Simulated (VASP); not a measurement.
# BN (P6_3mc) in VASP: single point with HSE06

Aim: the single point of BN with HSE06.

All numbers are computed with VASP 6.6.1; they aren't measurements. Logs are shortened: lines on timing, memory, paths and dates and some standing lists are left out, and cuts for length are marked.

## Step 1: The cell of the first run

Symmetry: P6_3mc, No. 186, hexagonal system. The conventional cell has a = 2.544 Å, b = 2.544 Å, c = 4.208 Å, α = 90.00°, β = 90.00°, γ = 120.00°. B (site symmetry 3m) has 4 N at 1.56 to 1.58 Å within 2.1 Å. Within 2.1 Å of N (site symmetry 3m) lie 4 B at 1.56 to 1.58 Å.

## Step 2: Single point, HSE06

Input file POSCAR:

```
BN
1.0
    2.5439493169      0.0000000000      0.0000000000
   -1.2719746584      2.2031247344      0.0000000000
    0.0000000000      0.0000000000      4.2078167860
B N
2 2
Direct
    0.6666666667      0.3333333333      0.0002035744
    0.3333333333      0.6666666667      0.5002035744
    0.6666666667      0.3333333333      0.3747964256
    0.3333333333      0.6666666667      0.8747964256
```

Input file INCAR.step1:

```
SYSTEM = BN
PREC = Accurate ; ENCUT = 520
EDIFF = 1E-5 ; ISMEAR = 0
SIGMA = 0.01 ; LREAL = .False.
LASPH = .True. ; NELM = 60
ALGO = Normal ; ISIF = 2
LWAVE = .True. ; GGA = PE
NBANDS = 16 ; KPAR = 2
```

Input file INCAR.step2:

```
SYSTEM = BN
PREC = Accurate ; ENCUT = 520
EDIFF = 1E-7 ; ISMEAR = 0
SIGMA = 0.01 ; LREAL = .False.
LASPH = .True. ; NELM = 60
ALGO = Normal ; ISIF = 2
LWAVE = .False. ; LCHARG = .True.
GGA = PE ; LHFCALC = .True.
HFSCREEN = 0.2079 ; PRECFOCK = Normal
LVHAR = .True. ; ISTART = 1
NBANDS = 16 ; KPAR = 2
```

Input file KPOINTS:

```
Automatic mesh
0
Gamma
  9 9 4
  0 0 0
```

Potentials or basis: VASP PAW PBE potentials, release 64 (B, N).

Started as:

```
cat potpaw_PBE.64/B/POTCAR potpaw_PBE.64/N/POTCAR > POTCAR
cp INCAR.step1 INCAR
mpirun -np 2 vasp_std > vasp.out
cp INCAR.step2 INCAR
mpirun -np 2 vasp_std > vasp.out
```

OUTCAR:

```text
SYSTEM = BN
   PREC = Accurate
   ENCUT = 520
   EDIFF = 1E-7
   ISMEAR = 0
   LREAL = .False.
   LASPH = .True.
   NELM = 60
   ISIF = 2
   GGA = PE
   LHFCALC = .True.
   HFSCREEN = 0.2079
   PRECFOCK = Normal
   ISTART = 1

 ion  position               nearest neighbor table
   1  0.667  0.333  0.000-   4 1.56   4 1.56   4 1.56   3 1.58
   2  0.333  0.667  0.500-   3 1.56   3 1.56   3 1.56   4 1.58
   3  0.667  0.333  0.375-   2 1.56   2 1.56   2 1.56   1 1.58
   4  0.333  0.667  0.875-   1 1.56   1 1.56   1 1.56   2 1.58

  LATTYP: Found a hexagonal cell.
 ALAT       =     2.5439493169
 C/A-ratio  =     1.6540489852

  Lattice vectors:

 A1 = (   2.5439493169,   0.0000000000,   0.0000000000)
 A2 = (  -1.2719746584,   2.2031247344,   0.0000000000)
 A3 = (   0.0000000000,   0.0000000000,   4.2078167860)

Analysis of symmetry for initial positions (statically):
=====================================================================
 Subroutine PRICEL returns:
 Original cell was already a primitive cell.

 Routine SETGRP: Setting up the symmetry group for a
 hexagonal supercell.

 Subroutine GETGRP returns: Found 12 space group operations
 (whereof  6 operations were pure point group operations)
 out of a pool of 24 trial point group operations.

The static configuration has the point symmetry C_3v.
 The point group associated with its full space group is C_6v.

Analysis of symmetry for dynamics (positions and initial velocities):
=====================================================================
 Subroutine PRICEL returns:
 Original cell was already a primitive cell.

 Routine SETGRP: Setting up the symmetry group for a
 hexagonal supercell.

 Subroutine GETGRP returns: Found 12 space group operations
 (whereof  6 operations were pure point group operations)
 out of a pool of 24 trial point group operations.

The dynamic configuration has the point symmetry C_3v.
 The point group associated with its full space group is C_6v.

 Subroutine INISYM returns: Found 12 space group operations
 (whereof  6 operations are pure point group operations),
 and found     1 'primitive' translations

----------------------------------------------------------------------------------------

                                     Primitive cell

  volume of cell :      23.5833

  direct lattice vectors                    reciprocal lattice vectors
     2.543949317  0.000000000  0.000000000     0.393089592  0.226950382  0.000000000
    -1.271974658  2.203124734  0.000000000     0.000000000  0.453900764  0.000000000
     0.000000000  0.000000000  4.207816786     0.000000000  0.000000000  0.237652933

  length of vectors
     2.543949317  2.543949317  4.207816786     0.453900764  0.453900764  0.237652933

  position of ions in fractional coordinates (direct lattice)
     0.666666667  0.333333333  0.000203574
     0.333333333  0.666666667  0.500203574
     0.666666667  0.333333333  0.374796426
     0.333333333  0.666666667  0.874796426

  ion indices of the primitive-cell ions
   primitive index   ion index
                 1           1
                 2           2
                 3           3
                 4           4

----------------------------------------------------------------------------------------

 KPOINTS: Automatic mesh

Automatic generation of k-mesh.
 Grid dimensions read from file:
 generate k-points for:    9    9    4

 Generating k-lattice:

  Cartesian coordinates                     Fractional coordinates (reciprocal lattice)
     0.043676621  0.025216709  0.000000000     0.111111111  0.000000000  0.000000000
     0.000000000  0.050433418  0.000000000     0.000000000  0.111111111  0.000000000
     0.000000000  0.000000000  0.059413233     0.000000000  0.000000000  0.250000000

  Length of vectors
     0.050433418  0.050433418  0.059413233

  Shift w.r.t. Gamma in fractional coordinates (k-lattice)
     0.000000000  0.000000000  0.000000000

 Subroutine IBZKPT returns following result:
 ===========================================

 Found     36 irreducible k-points:

 Following reciprocal coordinates:
            Coordinates               Weight
  0.000000  0.000000  0.000000      1.000000
  0.111111  0.000000  0.000000      6.000000
  0.222222  0.000000  0.000000      6.000000
  0.333333  0.000000  0.000000      6.000000
  0.444444  0.000000  0.000000      6.000000
  0.111111  0.111111  0.000000      6.000000
[... 16 lines left out ...]
  0.333333  0.222222  0.250000     24.000000
  0.333333  0.333333  0.250000      4.000000
 [... further k-points ...]
   k-points           NKPTS =     36   k-points in BZ     NKDIM =    324   number of bands    NBANDS=     16
   number of dos      NEDOS =    301   number of ions     NIONS =      4
   total plane-waves  NPLWV =  12800
   dimension x,y,z NGX =    20 NGY =   20 NGZ =   32
   dimension x,y,z NGXF=    40 NGYF=   40 NGZF=   64
   ions per type =               2   2
   NGX,Y,Z   is equivalent  to a cutoff of  13.07, 13.07, 12.64 a.u.
   NGXF,Y,Z  is equivalent  to a cutoff of  26.14, 26.14, 25.29 a.u.
 SYSTEM =  BN
   PREC   = accura    normal or accurate (medium, high low for compatibility)
   ISTART =      1    job   : 0-new  1-cont  2-samecut
   ICHARG =      0    charge: 1-file 2-atom 10-const
   ISPIN  =      1    spin polarized calculation?
   LNONCOLLINEAR =      F non collinear calculations
   LSORBIT =      F    spin-orbit coupling
   LASPH  =      T    aspherical Exc in radial PAW
   ENCUT  =  520.0 eV  38.22 Ry    6.18 a.u.   4.73  4.73  7.82*2*pi/ulx,y,z
   NELM   =     60;   NELMIN=  2; NELMDL=  0     # of ELM steps
   EDIFF  = 0.1E-06   stopping-criterion for ELM
   LREAL  =      F    real-space projection
   EDIFFG = 0.1E-05   stopping-criterion for IOM
   NSW    =      0    number of steps for IOM
   IBRION =     -1    ionic relax: 0-MD 1-quasi-New 2-CG
   NFREE  =      0    steps in history (QN), initial steepest desc. (CG)
   ISIF   =      2    stress and relaxation
   ISYM   =      3    0-nonsym 1-usesym 2-fastsym
   POTIM  = 0.5000    time-step for ionic-motion
   TEBEG  =    0.0;   TEEND  =   0.0 temperature during run
   PSTRESS=    0.0 pullay stress
   NELECT =      16.0000    total number of electrons
   NUPDOWN=      -1.0000    fix difference up-down
   EMIN   =  10.00;   EMAX   =-10.00  energy-range for DOS
   EFERMI =   0.00;   METHOD = LEGACY
   ISMEAR =     0;   SIGMA  =   0.01  broadening in eV -4-tet -1-fermi 0-gaus
   EFERMI_NEDOS =   21; number of points for ismear=-14 and -15
   IALGO  =     38    algorithm
   IMIX   =      1    mixing-type and parameters
     AMIX     =   0.40;   BMIX     =  1.00
     AMIX_MAG =   1.60;   BMIX_MAG =  1.00
  volume/ion in A,a.u.               =       5.90        39.79
  Fermi-wavevector in a.u.,A,eV,Ry     =   1.438512  2.718393 28.154749  2.069316
  Thomas-Fermi vector in A             =   2.557470
   LORBIT       =      0    0 simple, 1 ext, 2 COOP (PROOUT), +10 PAW based schemes
   GGA     = PE    functional components
   LHFCALC =     T    Hartree Fock is set to
   PRECFOCK=normal    Normal, Fast or Accurate (Low or Medium for compatibility)
   ENCUT4O =  -1.0   cutoff for four orbital integrals eV
   NKREDX  =     1    reduce k-point grid by
   NKREDY  =     1    reduce k-point grid by
   NKREDZ  =     1    reduce k-point grid by
   AEXX    =    0.2500 exact exchange contribution
   HFSCREEN=    0.2079 screening length (either q_TF or 0.3 A-1)
   HFSCREENC=   0.2079 screening length for correlation (either q_TF or 0.3 A-1)
   ENCUTFOCK=  -1.0 apply spherical cutoff to Coloumb kernel
   IVDW    =     0    specifies the selected vdW correction
   LEPSILON=     F    determine dielectric tensor
   LRPA    =     F    only Hartree local field effects (RPA)
 non-spin polarized calculation
 Gauss-broadening in eV      SIGMA  =   0.01
  energy-cutoff  :      520.00
  volume of cell :       23.58
 maximum number of plane-waves:       652
 NGX is ok and might be reduce to    20
  NGX = 16; NGY = 16; NGZ = 24

 number of electron      16.0000000 magnetization

 Free energy of the ion-electron system (eV)
  ---------------------------------------------------
  ext. energy  EPLUGINS =         0.00000000
  ---------------------------------------------------
  free energy    TOTEN  =       -40.58115086 eV

  energy without entropy =      -40.58115086  energy(sigma->0) =      -40.58115086

 E-fermi :   6.8006     XC(G=0): -10.4866

 val. band max:        6.7337809112   @ k =   0.0000   0.0000   0.0000
 cond. band min:      13.2444486248   @ k =   0.3333   0.3333   0.0000
 fundamental gap:      6.5106677136
 Fermi energy:         6.8006489604

 k-point     1 :       0.0000    0.0000    0.0000
  band No.  band energies     occupation
      1     -15.5799      2.00000
      2     -11.1182      2.00000
      3      -5.1524      2.00000
      4       4.4321      2.00000
      5       4.4321      2.00000
      6       6.4663      2.00000
[... 8 lines left out ...]
     15      20.6032      0.00000
     16      25.2768      0.00000

 k-point     2 :       0.1111    0.0000    0.0000
  band No.  band energies     occupation
      1     -15.2904      2.00000
      2     -10.8975      2.00000
      3      -4.8606      2.00000
      4       3.1556      2.00000
      5       3.9177      2.00000
      6       5.6691      2.00000
[... 8 lines left out ...]
     15      21.4323      0.00000
     16      24.7419      0.00000

 k-point     3 :       0.2222    0.0000    0.0000
  band No.  band energies     occupation
      1     -14.4396      2.00000
      2     -10.2959      2.00000
      3      -4.0073      2.00000
      4       0.4262      2.00000
      5       2.8655      2.00000
      6       3.2830      2.00000
[... 8 lines left out ...]
     15      23.4061      0.00000
     16      23.9233      0.00000
[... 362 lines left out ...]
 k-point    23 :       0.3333    0.2222    0.2500
  band No.  band energies     occupation
      1     -10.6785      2.00000
      2      -9.5668      2.00000
      3      -3.3386      2.00000
      4      -2.2914      2.00000
      5      -1.0579      2.00000
      6       0.9523      2.00000
[... 8 lines left out ...]
     15      24.7713      0.00000
     16      25.7520      0.00000

 k-point    24 :       0.3333    0.3333    0.2500
  band No.  band energies     occupation
      1      -9.7962      2.00000
      2      -9.7962      2.00000
      3      -2.8206      2.00000
      4      -2.2778      2.00000
      5      -2.2778      2.00000
      6      -0.0313      2.00000
[... 8 lines left out ...]
     15      25.5283      0.00000
     16      25.5283      0.00000

 [... further k-points ...]
[... 5 lines left out ...]
  --------------------------------------------------------------------------------------
  -------------------------------------------------------------------------------------
  Total       -0.5528420     -0.5528420     -0.6403652     -0.0000000      0.0000000      0.0000000
  in kB      -37.5584120    -37.5584120    -43.5044766     -0.0000000      0.0000000      0.0000000
  external PRESSURE =     -39.5404336 kB  Pullay stress =       0.0000000 kB

 VOLUME and BASIS-vectors are now :
 -----------------------------------------------------------------------------
  energy-cutoff  :      520.00
  volume of cell :       23.58
      direct lattice vectors                 reciprocal lattice vectors
     2.543949317  0.000000000  0.000000000     0.393089592  0.226950382  0.000000000
    -1.271974658  2.203124734  0.000000000     0.000000000  0.453900764  0.000000000
     0.000000000  0.000000000  4.207816786     0.000000000  0.000000000  0.237652933

 POSITION                                       TOTAL-FORCE (eV/Angst)
 -----------------------------------------------------------------------------------
      1.27197      0.73437      0.00086        -0.000000      0.000000     -0.008775
     -0.00000      1.46875      2.10476         0.000000     -0.000000     -0.008775
      1.27197      0.73437      1.57707        -0.000000     -0.000000      0.008775
     -0.00000      1.46875      3.68098         0.000000      0.000000      0.008775
 -----------------------------------------------------------------------------------
    total drift:                               -0.000000     -0.000000     -0.000040

  FREE ENERGIE OF THE ION-ELECTRON SYSTEM (eV)
  ---------------------------------------------------
  free  energy   TOTEN  =       -40.5811508580 eV

  energy  without entropy=      -40.5811508580  energy(sigma->0) =      -40.58115086
```

Run time: 30 min. Hardware: 2 MPI ranks of Intel Xeon Platinum 8375C at 2.90GHz (Ice Lake), shared host; peak memory 0.24 GiB.

Results:

| Quantity | Value |
| --- | --- |
| Free energy | -40.5812 eV |
| Pressure | -4.0 GPa |
| Largest force | 0.009 eV/Å |
| Band gap on the k mesh | 6.51 eV (least direct gap 9.94 eV) |

Forces on the atoms (eV/Å):
```
B    0.000  0.000 -0.009
B    0.000  0.000 -0.009
N    0.000  0.000  0.009
N    0.000  0.000  0.009
```

Caveat: the cell stands under tension; the PAW data sets were made with another functional, which shifts forces and pressure a little. A k mesh can miss the band edges.
